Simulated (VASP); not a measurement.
# LiMgZn3Cu4Si3 (P1) in VASP: notebook

The runs below take LiMgZn3Cu4Si3 through single point, relaxation of cell and atoms, with PBE.

Everything below comes from runs of VASP 6.6.1. Logs are shortened: lines on timing, memory, paths and dates and some standing lists are left out, and cuts for length are marked.

## Step 1: The cell of the first run

The typed cell holds 12 atoms: a = 4.642 Å, b = 6.391 Å, c = 6.462 Å, α = 87.55°, β = 71.26°, γ = 73.21°.

## Step 2: Single point, PBE

INCAR reads:

```
PREC = Accurate
ENCUT = 750
EDIFF = 1E-6
ISMEAR = 0
SIGMA = 0.1
LREAL = False
LASPH = True
NELM = 120
ALGO = Normal
ISIF = 2
LWAVE = False
LCHARG = True
GGA = PE
LELF = True
LVHAR = True
ISYM = 0
NBANDS = 60
GGA_COMPAT = False
```

KPOINTS reads:

```
Automatic mesh
0
Gamma
  3 2 2
  0 0.5 0.5
```

POSCAR reads:

```
LiMgZn3Cu4Si3
1.0
    4.0476508736      2.2642154856     -0.1964147538
   -0.4051345603      4.8672642420      4.1221504879
    4.1351755566     -2.7786930244      4.1158762301
Li Mg Si Cu Zn
1 1 3 4 3
Direct
    0.8910498746      0.7627506309      0.1359732375
    0.5117771553      0.1636003957      0.4986236955
    0.0235171592      0.6008710811      0.5936867574
    0.1811089986      0.9620751690      0.3119459462
    0.5017485307      0.8183389095      0.8885687196
    0.5456492336      0.4434707386      0.7746524207
    0.4885841436      0.7402944800      0.5257720138
    0.9483793166      0.3760937879      0.3408260829
    0.4381252960      0.5611513768      0.2033882893
    0.0022262387      0.3599930938      0.9364356666
    0.4939983692      0.1867564419      0.0617614382
    0.9778828254      0.0066533698      0.7500325582
```

Potentials or basis: VASP PAW PBE potentials, release 64 (Li_sv, Mg, Si, Cu, Zn).

The run is started by

```bash
$ cat potpaw_PBE.64/Li_sv/POTCAR potpaw_PBE.64/Mg/POTCAR potpaw_PBE.64/Si/POTCAR potpaw_PBE.64/Cu/POTCAR potpaw_PBE.64/Zn/POTCAR > POTCAR
$ mpirun -np 1 vasp_std > vasp.out
```

OUTCAR:

```text
PREC = Accurate
   ENCUT = 750
   EDIFF = 1E-6
   ISMEAR = 0
   LREAL = False
   LASPH = True
   NELM = 120
   ISIF = 2
   GGA = PE
   ISYM = 0

 ion  position               nearest neighbor table
   1  0.891  0.763  0.136-   4 2.61   7 2.64   9 2.66   9 2.68   5 2.72  10 2.76
   2  0.512  0.164  0.499-   6 2.65   8 2.67   7 2.73   4 2.82  11 2.85   4 2.86  12 2.92   3 2.99
                            12 3.03   8 3.04  10 3.08   9 3.12   5 3.28
   3  0.024  0.601  0.594-   8 2.39   7 2.47   7 2.56   5 2.60   9 2.60   6 2.61  10 2.63  12 2.75
                             6 2.93   2 2.99   4 2.99
   4  0.181  0.962  0.312-   7 2.43  11 2.51   9 2.52   8 2.54   1 2.61  12 2.68   5 2.71   2 2.82
                             2 2.86   3 2.99
   5  0.502  0.818  0.889-   7 2.44   6 2.47   9 2.56   3 2.60  11 2.64  12 2.70   4 2.71   1 2.72
                            12 2.79   2 3.28
   6  0.546  0.443  0.775-  11 2.42   7 2.45   5 2.47  10 2.57  10 2.60   3 2.61   2 2.65   9 2.75
                            12 2.91   3 2.93
   7  0.489  0.740  0.526-   4 2.43   5 2.44   6 2.45   3 2.47  12 2.51   9 2.53   3 2.56   1 2.64
                             8 2.67   2 2.73
   8  0.948  0.376  0.341-   3 2.39   4 2.54  10 2.55  11 2.57   7 2.67   2 2.67   9 2.73   9 2.74
                             2 3.04
   9  0.438  0.561  0.203-  11 2.51   4 2.52   7 2.53   5 2.56   3 2.60  10 2.61   1 2.66   1 2.68
                             8 2.73   8 2.74   6 2.75   2 3.12
  10  0.002  0.360  0.936-   8 2.55   6 2.57  11 2.60   6 2.60   9 2.61   3 2.63  12 2.65   1 2.76
                            11 2.77   2 3.08
  11  0.494  0.187  0.062-   6 2.42  12 2.50   4 2.51   9 2.51   8 2.57  10 2.60   5 2.64  10 2.77
                             2 2.85
  12  0.978  0.007  0.750-  11 2.50   7 2.51  10 2.65   4 2.68   5 2.70   3 2.75   5 2.79   6 2.91
                             2 2.92   2 3.03

IMPORTANT INFORMATION: All symmetrisations will be switched off!
NOSYMM: (Re-)initialisation of all symmetry stuff for point group C_1.

----------------------------------------------------------------------------------------

                                     Primitive cell

  volume of cell :     173.5525

  direct lattice vectors                    reciprocal lattice vectors
     4.047650874  2.264215486 -0.196414754     0.181427845  0.107825036 -0.109484176
    -0.405134560  4.867264242  4.122150488    -0.050552177  0.100671808  0.118754343
     4.135175557 -2.778693024  4.115876230     0.059287202 -0.095679728  0.118801536

  length of vectors
     4.642060762  6.391128215  6.462294403     0.237758462  0.163685459  0.163656309

  position of ions in fractional coordinates (direct lattice)
     0.891049875  0.762750631  0.135973237
     0.511777155  0.163600396  0.498623696
[... 95 lines left out ...]
   IALGO  =     38    algorithm
   IMIX   =      4    mixing-type and parameters
     AMIX     =   0.40;   BMIX     =  1.00
     AMIX_MAG =   1.60;   BMIX_MAG =  1.00
  volume/ion in A,a.u.               =      14.46        97.60
  Fermi-wavevector in a.u.,A,eV,Ry     =   1.348513  2.548320 24.742024  1.818487
  Thomas-Fermi vector in A             =   2.476176
   LORBIT       =      0    0 simple, 1 ext, 2 COOP (PROOUT), +10 PAW based schemes
   GGA     = PE    functional components
   LHFCALC =     F    Hartree Fock is set to
   AEXX    =    0.0000 exact exchange contribution
   IVDW    =     0    specifies the selected vdW correction
   LEPSILON=     F    determine dielectric tensor
   LRPA    =     F    only Hartree local field effects (RPA)
 non-spin polarized calculation
 Gauss-broadening in eV      SIGMA  =   0.10
  energy-cutoff  :      750.00
  volume of cell :      173.55
 maximum number of plane-waves:      8099
 NGX is ok and might be reduce to    42
   NGX = 21   NGY = 29   NGZ = 29

 number of electron      97.0000006 magnetization

 Free energy of the ion-electron system (eV)
  ---------------------------------------------------
  ext. energy  EPLUGINS =         0.00000000
  ---------------------------------------------------
  free energy    TOTEN  =       -38.40768883 eV

  energy without entropy =      -38.40738361  energy(sigma->0) =      -38.40753622

 E-fermi :   5.9215     XC(G=0): -11.0751

 val. band max:        5.7173454558   @ k =   0.3333  -0.2500   0.2500
 cond. band min:       6.1284081200   @ k =  -0.0000  -0.2500   0.2500
 fundamental gap:      0.4110626642
 Fermi energy:         5.9215150415

 k-point     1 :       0.0000    0.2500    0.2500
  band No.  band energies     occupation
      1     -40.1316      2.00000
      2      -5.0911      2.00000
      3      -3.6130      2.00000
      4      -2.5605      2.00000
      5      -2.2004      2.00000
      6      -2.0070      2.00000
[... 367 lines left out ...]
     59      11.1706      0.00000
     60      11.4729      0.00000

------------------------ aborting loop because EDIFF is reached ----------------------------------------

  FORCE on cell =-STRESS in cart. coord.  units (eV):
  Direction    XX          YY          ZZ          XY          YZ          ZX
  --------------------------------------------------------------------------------------
  -------------------------------------------------------------------------------------
  Total        0.5358778      0.4333015      0.5195706     -0.0992776      0.0152481      0.0056968
  in kB        4.9470421      4.0000924      4.7964996     -0.9164967      0.1407649      0.0525906
  external PRESSURE =       4.5812113 kB  Pullay stress =       0.0000000 kB

 VOLUME and BASIS-vectors are now :
 -----------------------------------------------------------------------------
  energy-cutoff  :      750.00
  volume of cell :      173.55
      direct lattice vectors                 reciprocal lattice vectors
     4.047650874  2.264215486 -0.196414754     0.181427845  0.107825036 -0.109484176
    -0.405134560  4.867264242  4.122150488    -0.050552177  0.100671808  0.118754343
     4.135175557 -2.778693024  4.115876230     0.059287202 -0.095679728  0.118801536

 POSITION                                       TOTAL-FORCE (eV/Angst)
 -----------------------------------------------------------------------------------
      3.85992      5.35221      3.52881        -0.005401      0.000346      0.005509
      4.06711      0.56954      2.62614        -0.007424     -0.006863     -0.000327
      2.30675      1.32817      4.91580         0.013568     -0.000637      0.031437
      1.63325      4.22594      5.21418        -0.013478      0.005081     -0.005892
      5.37375      2.65008      6.93200         0.013548      0.009908      0.027587
      5.23226      1.24144      4.90925        -0.010234     -0.000689     -0.010234
      3.85186      3.24851      5.11965        -0.011297      0.019890     -0.024518
      5.09572      3.03083      2.76684        -0.000349      0.004361     -0.009726
      2.38708      3.15813      3.06422        -0.018066     -0.009621     -0.000679
      3.73549     -0.84485      5.33776         0.009036     -0.000598     -0.012270
      2.17927      1.85590      0.92701         0.021862     -0.007558     -0.000764
      7.05695      0.16241      2.92240         0.008234     -0.013620     -0.000123
 -----------------------------------------------------------------------------------
    total drift:                                0.000474     -0.000263      0.001047

  FREE ENERGIE OF THE ION-ELECTRON SYSTEM (eV)
  ---------------------------------------------------
  free  energy   TOTEN  =       -38.4076888346 eV

  energy  without entropy=      -38.4073836070  energy(sigma->0) =      -38.40753622
```

OSZICAR:

```text
N       E                     dE             d eps       ncg     rms          rms(c)
DAV:   1     0.907244427528E+03    0.90724E+03   -0.52026E+04   720   0.285E+03
DAV:   2     0.941369157048E+02   -0.81311E+03   -0.78356E+03   720   0.586E+02
DAV:   3    -0.359286999114E+02   -0.13007E+03   -0.12126E+03   800   0.239E+02
DAV:   4    -0.447529288729E+02   -0.88242E+01   -0.85795E+01  1152   0.591E+01
DAV:   5    -0.456334205554E+02   -0.88049E+00   -0.86986E+00  1400   0.136E+01    0.242E+01
DAV:   6    -0.480719749778E+02   -0.24386E+01   -0.12652E+02   992   0.197E+02    0.188E+01
DAV:   7    -0.381106315153E+02    0.99613E+01   -0.34282E+01   904   0.195E+02    0.629E+00
DAV:   8    -0.384497821163E+02   -0.33915E+00   -0.11806E+01  1056   0.363E+01    0.362E+00
DAV:   9    -0.384583948479E+02   -0.86127E-02   -0.10497E+00  1020   0.248E+01    0.215E+00
DAV:  10    -0.384116868209E+02    0.46708E-01   -0.31661E-01   996   0.186E+01    0.718E-01
DAV:  11    -0.384092614737E+02    0.24253E-02   -0.57308E-02  1072   0.341E+00    0.413E-01
DAV:  12    -0.384079815681E+02    0.12799E-02   -0.15627E-02   984   0.329E+00    0.259E-01
DAV:  13    -0.384087397689E+02   -0.75820E-03   -0.90621E-03  1120   0.183E+00    0.258E-01
DAV:  14    -0.384077427230E+02    0.99705E-03   -0.25166E-03  1096   0.920E-01    0.813E-02
DAV:  15    -0.384076817544E+02    0.60969E-04   -0.80988E-04  1056   0.371E-01    0.198E-02
DAV:  16    -0.384076891962E+02   -0.74419E-05   -0.11100E-04  1008   0.196E-01    0.122E-02
DAV:  17    -0.384076891422E+02    0.54028E-07   -0.18686E-05   816   0.124E-01    0.873E-03
DAV:  18    -0.384076888346E+02    0.30760E-06   -0.48221E-06   608   0.496E-02
   1 F= -.38407689E+02 E0= -.38407536E+02  d E =-.305228E-03
```

Run time: 1.9 min. Hardware: 1 thread of Intel Xeon 6975P-C (Granite Rapids), shared host; peak memory 0.43 GiB.

What came out:

* Free energy: -38.4077 eV
* Pressure: 0.5 GPa
* Largest force: 0.034 eV/Å
* Band gap on the k mesh: zero (an odd number of electrons rules out a gap without spin polarisation)

Forces in eV/Å, atoms in the order of the input:
```
Li  -0.005  0.000  0.006
Mg  -0.007 -0.007  0.000
Si   0.014 -0.001  0.031
Si  -0.013  0.005 -0.006
Si   0.014  0.010  0.028
Cu  -0.010 -0.001 -0.010
Cu  -0.011  0.020 -0.025
Cu   0.000  0.004 -0.010
Cu  -0.018 -0.010 -0.001
Zn   0.009 -0.001 -0.012
Zn   0.022 -0.008 -0.001
Zn   0.008 -0.014  0.000
```

Caveat: the k points lie up to 0.51 Å⁻¹ apart, too coarse for converged energies and pressures of a metal.

(Part 1 of 2 ends here.)
